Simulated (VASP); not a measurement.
# Ge (Fmmm) in VASP: notebook, part 3 of 3

VASP 6.6.1. Earlier steps stand in the parts before.

**5. Single point, PBEsol**

This run uses another cell than the first one, of 17.36 Å³/atom, 1.186 times its volume.

Contents of INCAR:

```
SYSTEM = Ge
PREC = Accurate
ENCUT = 520
EDIFF = 1E-6
ISMEAR = -1
SIGMA = 0.05
LREAL = .FALSE.
LASPH = .TRUE.
NELM = 100
ALGO = Normal
ISIF = 2
LWAVE = .FALSE.
LCHARG = .FALSE.
GGA = PS
NBANDS = 36
```

Contents of KPOINTS:

```
Automatic mesh
0
G
  7 7 7
  0 0 0
```

Contents of POSCAR:

```
Ge
1.0
    0.0000000000      2.8027316244      4.8417141584
    2.5578666767      0.0000000000      4.8417141584
    2.5578666767      2.8027316244      0.0000000000
Ge
4
Direct
    0.7282946671      0.2717053329      0.7282946671
    0.2717053329      0.7282946671      0.2717053329
    0.2264660030      0.2264660030      0.7735339970
    0.7735339970      0.7735339970      0.2264660030
```

Potentials or basis: VASP PAW PBE potentials, release 64 (Ge_d).

Run with:

```bash
$ cat potpaw_PBE.64/Ge_d/POTCAR > POTCAR
$ mpirun -np 1 vasp_std > vasp.out
```

OUTCAR:

```text
SYSTEM = Ge
   PREC = Accurate
   ENCUT = 520
   EDIFF = 1E-6
   ISMEAR = -1
   LREAL = .FALSE.
   LASPH = .TRUE.
   NELM = 100
   ISIF = 2
   GGA = PS

 ion  position               nearest neighbor table
   1  0.728  0.272  0.728-   2 2.56   2 2.57   2 2.57   3 2.67   4 2.67
   2  0.272  0.728  0.272-   1 2.56   1 2.57   1 2.57   3 2.67   4 2.67
   3  0.226  0.226  0.774-   4 2.60   4 2.60   1 2.67   2 2.67   4 2.84   4 2.84
   4  0.774  0.774  0.226-   3 2.60   3 2.60   1 2.67   2 2.67   3 2.84   3 2.84

  LATTYP: Found a face centered orthorhombic cell.
 ALAT       =     5.1157333534
 B/A-ratio  =     1.0957301449
 C/A-ratio  =     1.8928719790

  Lattice vectors:

 A1 = (   0.0000000000,   2.8027316244,   4.8417141584)
 A2 = (   2.5578666767,   0.0000000000,   4.8417141584)
 A3 = (   2.5578666767,   2.8027316244,   0.0000000000)

Analysis of symmetry for initial positions (statically):
=====================================================================
 Subroutine PRICEL returns:
 Original cell was already a primitive cell.

 Routine SETGRP: Setting up the symmetry group for a
 face centered orthorhombic supercell.
[... 165 lines left out ...]
  ext. energy  EPLUGINS =         0.00000000
  ---------------------------------------------------
  free energy    TOTEN  =       -19.01157305 eV

  energy without entropy =      -19.00047959  energy(sigma->0) =      -19.00602632

 E-fermi :   7.3748     XC(G=0): -11.8056

 val. band max:        7.3367755536   @ k =   0.2857   0.1429   0.0000
 cond. band min:       7.4000598580   @ k =  -0.4286   0.1429   0.1429
 fundamental gap:      0.0632843044
 Fermi energy:         7.3747704376

 k-point     1 :       0.0000    0.0000    0.0000
  band No.  band energies     occupation
      1     -17.3671      2.00000
      2     -17.3206      2.00000
      3     -17.2668      2.00000
      4     -17.2537      2.00000
      5     -17.2508      2.00000
      6     -17.2479      2.00000
[... 925 lines left out ...]
     35      14.8442      0.00000
     36      15.3963      0.00000

 [... further k-points ...]
[... 5 lines left out ...]
  --------------------------------------------------------------------------------------
  -------------------------------------------------------------------------------------
  Total        2.0749872      2.0838811      2.0783832      0.0000000      0.0000000      0.0000000
  in kB       47.8891851     48.0944484     47.9675626      0.0000000      0.0000000      0.0000000
  external PRESSURE =      47.9837320 kB  Pullay stress =       0.0000000 kB

 VOLUME and BASIS-vectors are now :
 -----------------------------------------------------------------------------
  energy-cutoff  :      520.00
  volume of cell :       69.42
      direct lattice vectors                 reciprocal lattice vectors
     0.000000000  2.802731624  4.841714158    -0.195475395  0.178397388  0.103269211
     2.557866677  0.000000000  4.841714158     0.195475395 -0.178397388  0.103269211
     2.557866677  2.802731624  0.000000000     0.195475395  0.178397388 -0.103269211

 POSITION                                       TOTAL-FORCE (eV/Angst)
 -----------------------------------------------------------------------------------
      2.55787      4.08243      4.84171        -0.000000     -0.000189      0.000000
      2.55787      1.52303      4.84171         0.000000      0.000189      0.000000
      2.55787      2.80273      2.19297         0.000000     -0.000000     -0.002206
      2.55787      2.80273      7.49046         0.000000     -0.000000      0.002206
 -----------------------------------------------------------------------------------
    total drift:                               -0.000000     -0.000000      0.000000

  FREE ENERGIE OF THE ION-ELECTRON SYSTEM (eV)
  ---------------------------------------------------
  free  energy   TOTEN  =       -19.0115730454 eV

  energy  without entropy=      -19.0004795857  energy(sigma->0) =      -19.00602632
```

stdout:

```text
POSCAR found type information on POSCAR Ge
 POSCAR found :  1 types and       4 ions
 scaLAPACK will be used
 -----------------------------------------------------------------------------
|                                                                             |
|                                                                             |
|     You enforced a specific xc type in the INCAR file but a different       |
|     I HOPE YOU KNOW WHAT YOU ARE DOING!                                     |
|                                                                             |
 -----------------------------------------------------------------------------

 LDA part: xc-table for (Slater+PW92), standard interpolation
 POSCAR, INCAR and KPOINTS ok, starting setup
 FFT: planning ... GRIDC
 FFT: planning ... GRID_SOFT
 FFT: planning ... GRID
 WAVECAR not read
 entering main loop
```

It took 97 s on 1 thread of Intel Xeon 6975P-C (Granite Rapids), shared host; peak memory 0.27 GiB.

What came out:

```
Free energy            : -19.0116 eV
Pressure               : 4.8 GPa
Band gap on the k mesh : zero (band 28 reaches 8.48 eV, above the bottom of band 29 at 5.39 eV)
```

Forces in eV/Å, atoms in the order of the input:
```
Ge   0.000  0.000  0.000
Ge   0.000  0.000  0.000
Ge   0.000  0.000 -0.002
Ge   0.000  0.000  0.002
```

Caveat: the PAW data sets were made with another functional, which shifts forces and pressure a little.

**6. Overview**

```csv
cell,gap on the mesh (eV),pressure (GPa)
"a = 5.267, b = 5.167, c = 3.589 Å, angles 71.4, 68.4, 40.2°, 4 atoms",none,30.2
"a = 5.369, b = 5.265, c = 3.653 Å, angles 71.4, 68.4, 40.2°, 4 atoms",none,19.8
"a = 5.504, b = 5.391, c = 3.739 Å, angles 71.6, 68.3, 40.1°, 4 atoms",none,9.8
"a = 5.594, b = 5.476, c = 3.794 Å, angles 71.6, 68.3, 40.1°, 4 atoms",none,4.8
```

Alike in all rows: task single point; level PBEsol; potentials or basis VASP PAW PBE potentials, release 64 (Ge_d); no spin polarisation; k mesh 7 × 7 × 7; cutoff (eV) 520; smearing fermi-dirac 0.05 eV.

Caveats: the PAW data sets were made with another functional, which shifts forces and pressure a little.

Total energies depend on the potentials used, so only differences within one code and one set of settings carry meaning.
